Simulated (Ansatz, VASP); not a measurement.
**Two plane-wave programs on SrO**

POSCAR

```
SrO
1.0
    0.0000000000      2.5663000000      2.5663000000
    2.5663000000      0.0000000000      2.5663000000
    2.5663000000      2.5663000000      0.0000000000
Sr O
1 1
Direct
    0.5000000000      0.5000000000      0.5000000000
    0.0000000000      0.0000000000      0.0000000000
```

Contents of INCAR.step1:

```
SYSTEM = SrO
PREC = Accurate
ENCUT = 520
EDIFF = 1E-5
ISMEAR = -1
SIGMA = 0.05
LREAL = .FALSE.
LASPH = .TRUE.
NELM = 120
ALGO = Normal
ISIF = 2
LWAVE = .TRUE.
LCHARG = .FALSE.
NBANDS = 15
GGA = PE
GGA_COMPAT = .FALSE.
```

INCAR.step2

```
SYSTEM = SrO
PREC = Accurate
ENCUT = 520
EDIFF = 1E-6
ISMEAR = -1
SIGMA = 0.05
LREAL = .FALSE.
LASPH = .TRUE.
NELM = 120
ALGO = Normal
ISIF = 2
LWAVE = .FALSE.
LCHARG = .FALSE.
GGA = PE
LHFCALC = .TRUE.
HFSCREEN = 0.2079
PRECFOCK = Normal
NBANDS = 15
ISTART = 1
GGA_COMPAT = .FALSE.
```

File KPOINTS:

```
Automatic mesh
0
G
  5 5 5
  0 0 0
```

Contents of input.yaml:

```yaml
crystal:
  lattice:
    - [0.0, 2.5663, 2.5663]
    - [2.5663, 0.0, 2.5663]
    - [2.5663, 2.5663, 0.0]
  atoms:
    - { symbol: Sr, position: [0.5, 0.5, 0.5] }
    - { symbol: O, position: [0.0, 0.0, 0.0] }
hamiltonian:
  xc: hse06
  pseudopotentials: { kind: paw }
kpoints:
  mp_grid: { grid: [5, 5, 5] }
  band_path:
    path:
      - [[0.0, 0.0, 0.0], [0.5, 0.0, 0.5], [0.5, 0.25, 0.75], [0.375, 0.375, 0.75], [0.0, 0.0, 0.0], [0.5, 0.5, 0.5], [0.625, 0.25, 0.625], [0.5, 0.25, 0.75], [0.5, 0.5, 0.5], [0.375, 0.375, 0.75]]
      - [[0.625, 0.25, 0.625], [0.5, 0.0, 0.5]]
    npoints: 4
scf:
  occupations: { method: fermi_dirac, width: 0.05 }
  n_extra_bands: 6
output:
  forces: true
  stress: true
  eigenvalues: true
  fatbands: false
```

Alike in both runs: functional HSE06; k mesh 5 × 5 × 5; occupations fermi-dirac, width 0.05 eV; no spin polarisation.

```csv
,VASP,Ansatz
version,VASP 6.6.1,Ansatz 0.2.0
potentials or method,"VASP PAW PBE potentials, release 64 (Sr_sv, O)",Ansatz PAW
plane-wave cutoff (eV),520,420
valence electrons in the cell,16,16
task,single point,band structure
```

|  | VASP | Ansatz | Ansatz less VASP |
| --- | --- | --- | --- |
| gap on the k mesh at the Fermi level (eV) | 4.94 | 4.99 | +0.051 |
| least direct gap on the mesh (eV) | 5.06 | 5.09 | +0.037 |
| pressure (GPa) | 1.7 | 1.2 | -0.57 |

The functional is the same, so the differences come from potentials, cutoffs and numerics.

The k mesh is coarse, so the values compare programs but aren't converged. Noted on Ansatz's run: the k mesh misses the band edges, so the gap on the mesh is wider than the one along the path.
